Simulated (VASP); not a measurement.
# ZrS2 (P-3m1) in VASP: further runs

ZrS2 is run at these levels: PBEsol; tasks: vibrations by perturbation theory.

Program: VASP 6.6.1. These are calculated values, not measurements. Logs are shortened: lines on timing, memory, paths and dates and some standing lists are left out, and cuts for length are marked.

## Step 1: The cell of the first run

It takes space group P-3m1 (No. 164, trigonal). The conventional cell has a = 3.467 Å, b = 3.467 Å, c = 5.274 Å, α = 90.00°, β = 90.00°, γ = 120.00°. Zr (site symmetry -3m) has 6 S at 2.50 Å within 3.3 Å. Within 3.3 Å of S (site symmetry 3m) lie 3 Zr at 2.50 Å and 3 S at 3.04 Å.

## Step 2: Vibrations by perturbation theory, PBEsol

The input, INCAR:

```
SYSTEM = ZrS2
PREC     = Accurate       ! precision mode
ENCUT    = 500            ! plane-wave cutoff, eV
EDIFF    = 1E-8           ! SCF threshold, eV
ISMEAR   = 0              ! smearing method
SIGMA    = 0.01           ! smearing width, eV
LREAL    = .False.        ! projectors in reciprocal space
LASPH    = .True.         ! aspherical terms in the spheres
NELM     = 120            ! most SCF steps
ALGO     = Normal         ! electronic algorithm
ISIF     = 2              ! what is computed and relaxed
LWAVE    = .False.        ! write WAVECAR
LCHARG   = .True.         ! write CHGCAR
GGA      = PS             ! functional
NBANDS   = 19             ! bands
IBRION   = 8              ! ionic algorithm
NSW      = 1              ! ionic steps
GGA_COMPAT= .False.
```

The input, KPOINTS:

```
regular mesh
0
Gamma
  12 12 8
  0 0 0
```

The input, POSCAR:

```
ZrS2
1.0
    3.4667879915      0.0000000000      0.0000000000
   -1.7333939958      3.0023264702      0.0000000000
    0.0000000000      0.0000000000      5.2738469141
Zr S
1 2
Direct
    0.0000000000      0.0000000000      0.0000000000
    0.3333333333      0.6666666667      0.2832352522
    0.6666666667      0.3333333333      0.7167647478
```

Potentials or basis: VASP PAW PBE potentials, release 64 (Zr_sv, S).

Launch:

```console
> cat potpaw_PBE.64/Zr_sv/POTCAR potpaw_PBE.64/S/POTCAR > POTCAR
> mpirun -np 1 vasp_std > vasp.out
```

OUTCAR:

```text
SYSTEM = ZrS2
   PREC = Accurate
   ENCUT = 500
   EDIFF = 1E-8
   ISMEAR = 0
   LREAL = .False.
   LASPH = .True.
   NELM = 120
   ISIF = 2
   GGA = PS
   IBRION = 8
   NSW = 1

 ion  position               nearest neighbor table
   1  0.000  0.000  0.000-   2 2.50   3 2.50   3 2.50   2 2.50   3 2.50   2 2.50
   2  0.333  0.667  0.283-   1 2.50   1 2.50   1 2.50
   3  0.667  0.333  0.717-   1 2.50   1 2.50   1 2.50

  LATTYP: Found a hexagonal cell.
 ALAT       =     3.4667879915
 C/A-ratio  =     1.5212487545

  Lattice vectors:

 A1 = (   3.4667879915,   0.0000000000,   0.0000000000)
 A2 = (  -1.7333939958,   3.0023264702,   0.0000000000)
 A3 = (   0.0000000000,   0.0000000000,   5.2738469141)

Analysis of symmetry for initial positions (statically):
=====================================================================
 Subroutine PRICEL returns:
 Original cell was already a primitive cell.

 Routine SETGRP: Setting up the symmetry group for a
 hexagonal supercell.

 Subroutine GETGRP returns: Found 12 space group operations
 (whereof 12 operations were pure point group operations)
 out of a pool of 24 trial point group operations.

The static configuration has the point symmetry D_3d.

Analysis of symmetry for dynamics (positions and initial velocities):
=====================================================================
 Subroutine PRICEL returns:
 Original cell was already a primitive cell.

 Routine SETGRP: Setting up the symmetry group for a
 hexagonal supercell.

 Subroutine GETGRP returns: Found 12 space group operations
 (whereof 12 operations were pure point group operations)
 out of a pool of 24 trial point group operations.

[... 706 lines left out ...]
    -1.733393996  3.002326470  0.000000000     0.000000000  0.333075037  0.000000000
     0.000000000  0.000000000  5.273846914     0.000000000  0.000000000  0.189614908

 POSITION                                       TOTAL-FORCE (eV/Angst)
 -----------------------------------------------------------------------------------
      0.00000      0.00000      0.00000         0.000000      0.000000      0.000000
     -0.00000      2.00155      1.49374         0.000000      0.000000      0.010142
      1.73339      1.00078      3.78011        -0.000000     -0.000000     -0.010142
 -----------------------------------------------------------------------------------
    total drift:                               -0.000000     -0.000000     -0.000000

  FREE ENERGIE OF THE ION-ELECTRON SYSTEM (eV)
  ---------------------------------------------------
  free  energy   TOTEN  =       -22.2471776708 eV

  energy  without entropy=      -22.2471508892  energy(sigma->0) =      -22.24716428

[... ionic steps 2 to 3 ...]

--------------------------------------- Ionic step        4  -------------------------------------------

------------------------ aborting loop because EDIFF is reached ----------------------------------------
[... 11 lines left out ...]
[... ionic steps 8 to 8 ...]

--------------------------------------- Ionic step        9  -------------------------------------------

 Free energy of the ion-electron system (eV)
  ---------------------------------------------------
  ---------------------------------------------------
  free energy    TOTEN  =        -0.12357130 eV

  energy without entropy =       -0.12357130

------------------------ aborting loop because EDIFF is reached ----------------------------------------

 INTERNAL STRAIN TENSOR  FOR ION    2  DIRECTION 3   (eV/Angst):
 -----------------------------------------------------------------------------
   -11.56281  0.00000  0.00000
     0.00000-11.56281  0.00000
    -0.00000  0.00000-14.10375

 INTERNAL STRAIN TENSOR FOR ION    3 for displacements in x,y,z  (eV/Angst):
          X           Y           Z          XY          YZ          ZX
  --------------------------------------------------------------------------------
  x     0.00000    -0.00000    -0.00000    -5.26031    -0.00000     9.86548
  y    -5.26031     5.26031    -0.00000    -0.00000    10.98209    -0.00000
  z    11.56281    11.56281    14.10375    -0.00000     0.00000    -0.00000

 SECOND DERIVATIVES (NOT SYMMETRIZED)
 ------------------------------------
               1X          1Y          1Z          2X          2Y          2Z          3X          3Y          3Z
  1X    -5.250862    0.000000    0.000000    2.625431   -0.000000    0.000000    2.625431   -0.000000    0.000000
  1Y     0.000000   -5.250862    0.000000   -0.000000    2.625431    0.000000   -0.000000    2.625431    0.000000
  1Z     0.000000    0.000000  -18.396493    0.000000    0.000000    9.198247    0.000000    0.000000    9.198247
  2X     2.619471   -0.000000   -0.000000   -5.393113    0.000000    0.000000    2.773642   -0.000000    0.000000
  2Y    -0.000000    2.619471   -0.000000    0.000000   -5.393113    0.000000   -0.000000    2.773642    0.000000
  2Z     0.000000   -0.000000    9.196768    0.000000    0.000000  -12.616431   -0.000000    0.000000    3.419663
  3X     2.619471   -0.000000   -0.000000    2.773642   -0.000000    0.000000   -5.393113    0.000000    0.000000
  3Y    -0.000000    2.619471   -0.000000   -0.000000    2.773642    0.000000    0.000000   -5.393113    0.000000
  3Z     0.000000   -0.000000    9.196768   -0.000000    0.000000    3.419663    0.000000    0.000000  -12.616431

 Eigenvectors and eigenvalues of the dynamical matrix
 ----------------------------------------------------

   1 f  =   11.055480 THz    69.463632 2PiTHz  368.771134 cm-1    45.721773 meV
             X         Y         Z           dx          dy          dz
      0.000000  0.000000  0.000000     0.000000   -0.000000    0.000000
     -0.000000  2.001551  1.493739     0.000000   -0.000000   -0.707107
      1.733394  1.000775  3.780108    -0.000000    0.000000    0.707107
[... 43 lines left out ...]
   9 f/i=    0.003264 THz     0.020510 2PiTHz    0.108887 cm-1     0.013500 meV
             X         Y         Z           dx          dy          dz
      0.000000  0.000000  0.000000     0.132441   -0.754388   -0.000000
     -0.000000  2.001551  1.493739     0.078611   -0.447771   -0.000000
      1.733394  1.000775  3.780108     0.078611   -0.447771   -0.000000

--------------------------------------------------------------------------------------------------------

 ELASTIC MODULI CONTR FROM IONIC RELAXATION (kBar)
 Direction    XX          YY          ZZ          XY          YZ          ZX
 --------------------------------------------------------------------------------
 XX        -684.4826   -288.9061   -593.6459      0.0000    412.9282     -0.0000
 YY        -288.9061   -684.4826   -593.6459      0.0000   -412.9282      0.0000
 ZZ        -593.6459   -593.6459   -724.1001      0.0000     -0.0000      0.0000
 XY           0.0000      0.0000      0.0000   -197.7882      0.0000    370.9434
 YZ         412.9282   -412.9282     -0.0000      0.0000   -862.0822      0.0000
 ZX          -0.0000      0.0000      0.0000    370.9434      0.0000   -695.6886
 --------------------------------------------------------------------------------
```

OSZICAR:

```text
N       E                     dE             d eps       ncg     rms          rms(c)
DAV:   1     0.158323627844E+03    0.15832E+03   -0.12111E+04  4986   0.116E+03
DAV:   2    -0.147673110773E+02   -0.17309E+03   -0.16872E+03  6225   0.282E+02
DAV:   3    -0.235831596987E+02   -0.88158E+01   -0.87572E+01  8028   0.568E+01
[... 119 lines left out ...]
RMM:  10    -0.123571659670E+00   -0.86934E-06   -0.45299E-06 12019   0.743E-04    0.228E-04
RMM:  11    -0.123571333748E+00    0.32592E-06    0.15602E-06 12000   0.344E-04    0.780E-05
RMM:  12    -0.123571379365E+00   -0.45617E-07   -0.99563E-07 11943   0.196E-04    0.585E-05
RMM:  13    -0.123571288991E+00    0.90374E-07    0.13436E-07 12479   0.103E-04    0.874E-06
RMM:  14    -0.123571305144E+00   -0.16153E-07   -0.28653E-07 12351   0.592E-05    0.114E-05
RMM:  15    -0.123571303852E+00    0.12915E-08    0.50627E-08 12320   0.398E-05    0.523E-06
 Linear response finished
```

stdout:

```text
POSCAR found type information on POSCAR ZrS
 POSCAR found :  2 types and       3 ions
 scaLAPACK will be used
 -----------------------------------------------------------------------------
|                                                                             |
|                                                                             |
|     You enforced a specific xc type in the INCAR file but a different       |
|     I HOPE YOU KNOW WHAT YOU ARE DOING!                                     |
|                                                                             |
 -----------------------------------------------------------------------------

 LDA part: xc-table for (Slater+PW92), standard interpolation
 POSCAR, INCAR and KPOINTS ok, starting setup
 FFT: planning ... GRIDC
 FFT: planning ... GRID_SOFT
 FFT: planning ... GRID
 WAVECAR not read
 entering main loop
 Linear response reoptimize wavefunctions to high precision
 Linear response DOF=           4
 Linear response progress:
 first order change of Fermi-energy  -0.44327E-03
 force on displaced ion       1 direction 1 :  -5.251   0.000   0.000
 Linear response progress:
 first order change of Fermi-energy  -0.52880E-03
 force on displaced ion       1 direction 3 :   0.000  -0.000 -18.396
 Linear response progress:
 first order change of Fermi-energy   0.23949E-04
 force on displaced ion       2 direction 1 :  -5.393   0.001   0.000
 Linear response progress:
 first order change of Fermi-energy  -0.46675E+00
 force on displaced ion       2 direction 3 :  -0.000   0.000 -12.616
 Linear response finished
```

It took 36 min on 1 thread of AMD EPYC 9R45 (Zen 5), shared host; peak memory 1.1 GiB.

Results:

- Highest phonon frequency at Γ, LO-TO splitting left out: 369 cm⁻¹

Phonon frequencies in cm⁻¹ (negative: imaginary):
```
              q point                    frequencies
(0.000, 0.000, 0.000)  0 0 0 195 195 263 263 364 369
```

Caveat: the cell stands under pressure or tension, which shifts response properties; the PAW data sets were made with another functional, which shifts forces and pressure a little.

## Step 3: Vibrations by perturbation theory, PBEsol

This run uses another cell than the first one, of 15.64 Å³/atom.

The input, INCAR:

```
PREC = Accurate
ENCUT = 500
EDIFF = 1E-8
ISMEAR = -1
SIGMA = 0.15
LREAL = False
LASPH = True
NELM = 120
ALGO = Normal
ISIF = 2
LWAVE = False
LCHARG = True
GGA = PS
IBRION = 8
NSW = 1
GGA_COMPAT = False
```

The input, KPOINTS:

```
regular mesh
0
Gamma
  12 12 8
```

The input, POSCAR:

```
ZrS2
1.0
    3.2611013526      0.0000000000      0.0000000000
   -1.6305506763      2.8241966156      0.0000000000
    0.0000000000      0.0000000000      5.0958031088
Zr S
1 2
Direct
    0.0000000000      0.0000000000      0.0000000000
    0.3333333333      0.6666666667      0.3051820526
    0.6666666667      0.3333333333      0.6948179474
```

Potentials or basis: VASP PAW PBE potentials, release 64 (Zr_sv, S).

Launch:

```console
> cat potpaw_PBE.64/Zr_sv/POTCAR potpaw_PBE.64/S/POTCAR > POTCAR
> mpirun -np 1 vasp_std > vasp.out
```

OUTCAR:

```text
PREC = Accurate
   ENCUT = 500
   EDIFF = 1E-8
   ISMEAR = -1
   LREAL = False
   LASPH = True
   NELM = 120
   ISIF = 2
   GGA = PS
   IBRION = 8
   NSW = 1

 ion  position               nearest neighbor table
   1  0.000  0.000  0.000-   2 2.44   3 2.44   2 2.44   3 2.44   3 2.44   2 2.44
   2  0.333  0.667  0.305-   1 2.44   1 2.44   1 2.44   3 2.74   3 2.74   3 2.74
   3  0.667  0.333  0.695-   1 2.44   1 2.44   1 2.44   2 2.74   2 2.74   2 2.74

  LATTYP: Found a hexagonal cell.
 ALAT       =     3.2611013526
 C/A-ratio  =     1.5626018813

  Lattice vectors:
[... 731 lines left out ...]
  3X     3.762211    0.000000    0.000000    2.417977    0.000000    0.000000   -6.180188    0.000000    0.000000
  3Y     0.000000    3.762211    0.000000    0.000000    2.417977    0.000000    0.000000   -6.180188    0.000000
  3Z     0.000000    0.000000   12.471248    0.000000    0.000000    4.436302    0.000000    0.000000  -16.907550

 Eigenvectors and eigenvalues of the dynamical matrix
 ----------------------------------------------------

   1 f  =   12.754538 THz    80.139125 2PiTHz  425.445590 cm-1    52.748507 meV
             X         Y         Z           dx          dy          dz
      0.000000  0.000000  0.000000     0.000000    0.000000    0.000000
     -0.000000  1.882798  1.555148     0.000000    0.000000   -0.707107
      1.630551  0.941399  3.540655    -0.000000   -0.000000    0.707107
[... 43 lines left out ...]
   9 f/i=    0.011503 THz     0.072277 2PiTHz    0.383707 cm-1     0.047574 meV
             X         Y         Z           dx          dy          dz
      0.000000  0.000000  0.000000    -0.165709    0.747071   -0.000000
     -0.000000  1.882798  1.555148    -0.098574    0.444405   -0.000000
      1.630551  0.941399  3.540655    -0.098574    0.444405   -0.000000

--------------------------------------------------------------------------------------------------------

 ELASTIC MODULI CONTR FROM IONIC RELAXATION (kBar)
 Direction    XX          YY          ZZ          XY          YZ          ZX
 --------------------------------------------------------------------------------
 XX        -925.3516   -413.0541   -591.3448     -0.0000    541.7513      0.0000
 YY        -413.0541   -925.3516   -591.3448      0.0000   -541.7513     -0.0000
 ZZ        -591.3448   -591.3448   -522.5451     -0.0000     -0.0000      0.0000
 XY          -0.0000      0.0000     -0.0000   -256.1488      0.0000    491.0221
 YZ         541.7513   -541.7513     -0.0000      0.0000  -1145.7971     -0.0000
 ZX           0.0000     -0.0000      0.0000    491.0221     -0.0000   -941.2606
 --------------------------------------------------------------------------------
```

OSZICAR:

```text
N       E                     dE             d eps       ncg     rms          rms(c)
DAV:   1     0.170999595120E+03    0.17100E+03   -0.12780E+04  4192   0.141E+03
DAV:   2    -0.138869896524E+02   -0.18489E+03   -0.18281E+03  5456   0.333E+02
DAV:   3    -0.222007457964E+02   -0.83138E+01   -0.82418E+01  6896   0.644E+01
DAV:   4    -0.223761953481E+02   -0.17545E+00   -0.17542E+00  5776   0.879E+00
[... 103 lines left out ...]
RMM:  13    -0.125789424389E+00    0.97544E-07   -0.82472E-07  9819   0.154E-04    0.365E-05
RMM:  14    -0.125789461556E+00   -0.37167E-07   -0.59824E-07 10485   0.758E-05    0.129E-05
RMM:  15    -0.125789458321E+00    0.32346E-08   -0.19847E-07 10551   0.420E-05    0.429E-06
RMM:  16    -0.125789466667E+00   -0.83455E-08   -0.12616E-07 10130   0.254E-05    0.399E-06
RMM:  17    -0.125789471801E+00   -0.51343E-08   -0.45513E-08  9754   0.187E-05    0.901E-07
 Linear response finished
```

stdout:

```text
POSCAR found type information on POSCAR ZrS
 POSCAR found :  2 types and       3 ions
 scaLAPACK will be used
 -----------------------------------------------------------------------------
|                                                                             |
|                                                                             |
|     You enforced a specific xc type in the INCAR file but a different       |
|     I HOPE YOU KNOW WHAT YOU ARE DOING!                                     |
|                                                                             |
 -----------------------------------------------------------------------------

 LDA part: xc-table for (Slater+PW92), standard interpolation
 POSCAR, INCAR and KPOINTS ok, starting setup
 FFT: planning ... GRIDC
 FFT: planning ... GRID_SOFT
 FFT: planning ... GRID
 WAVECAR not read
 entering main loop
 Linear response reoptimize wavefunctions to high precision
 Linear response DOF=           4
 Linear response progress:
 first order change of Fermi-energy   0.34709E-03
 force on displaced ion       1 direction 1 :  -7.575   0.000   0.000
 Linear response progress:
 first order change of Fermi-energy   0.44097E-03
 force on displaced ion       1 direction 3 :  -0.000   0.000 -24.923
 Linear response progress:
 first order change of Fermi-energy  -0.13991E-04
 force on displaced ion       2 direction 1 :  -6.180   0.001   0.000
 Linear response progress:
 first order change of Fermi-energy   0.50054E+00
 force on displaced ion       2 direction 3 :   0.000   0.000 -16.908
 Linear response finished
```

Run time: 35 min. Hardware: 1 thread of Intel Xeon 8259CL, shared host; peak memory 0.87 GiB.

What came out:

| Property | Result |
| --- | --- |
| Highest phonon frequency at Γ, LO-TO splitting left out | 425 cm⁻¹ |

Phonon frequencies in cm⁻¹ (negative: imaginary):
```tsv
q point	frequencies
(0.000, 0.000, 0.000)	0 0 0 233 233 270 270 424 425
```

Caveat: the cell stands under pressure or tension, which shifts response properties; the PAW data sets were made with another functional, which shifts forces and pressure a little.

(Part 1 of 2 ends here.)
